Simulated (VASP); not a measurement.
ZnCd2Se2S: single point with PBE

The system is ZnCd2Se2S.

```xyz
6
Lattice="5.1558 0.0000 0.0000 0.0000 5.1558 0.0000 0.0000 0.0000 5.5728" Properties=species:S:1:pos:R:3 pbc="T T T"
Zn    0.0000    0.0000    2.7864
Cd    2.5779    2.5779    4.1155
Cd    2.5779    2.5779    1.4573
Se    2.5779    0.0000    0.0000
Se    0.0000    2.5779    0.0000
S     0.0000    0.0000    0.0000
```

The cell was generated, and may not be a known phase.

* Program: VASP 6.6.1
* Task: single point
* Functional: PBE
* Potentials or basis: VASP PAW PBE potentials, release 64 (Zn, Cd, Se, S)
* Cutoff: 520 eV
* k mesh: 4 × 4 × 4
* Occupations: gaussian, width 0.1 eV
* Spin: no spin polarisation

The pressure is 0.4 GPa and the band gap on the k mesh is zero (bands 27 and 28 overlap by 1.98 eV).

Stress tensor (GPa, compression positive):
```
0.41 0.00 0.00
0.00 0.41 0.00
0.00 0.00 0.24
```

Levels at points of the mesh, in eV from the Fermi level:
```tsv
k point	band 25	band 26	band 27	band 28	band 29	band 30
(0.00, 0.00, 0.00)	-1.07	-1.04	-0.78	1.72	3.44	3.44
(0.50, 0.00, 0.00)	-1.88	-0.99	-0.98	-0.96	3.15	3.82
(0.50, 0.50, 0.00)	-1.47	-1.27	-0.73	-0.50	-0.23	1.15
(0.00, 0.00, 0.50)	-1.20	-1.12	0.05	1.63	1.63	1.97
(0.50, 0.00, 0.50)	-1.27	-1.03	-0.20	0.96	3.03	3.14
(0.50, 0.50, 0.50)	-1.67	-1.27	-0.52	-0.22	1.28	3.43
```

Wall time 65 s on 1 thread of Intel(R) Xeon(R) Platinum 8124M CPU @ 3.00GHz (Skylake/Cascade Lake), with other jobs on the host, peak memory 0.3 GiB.
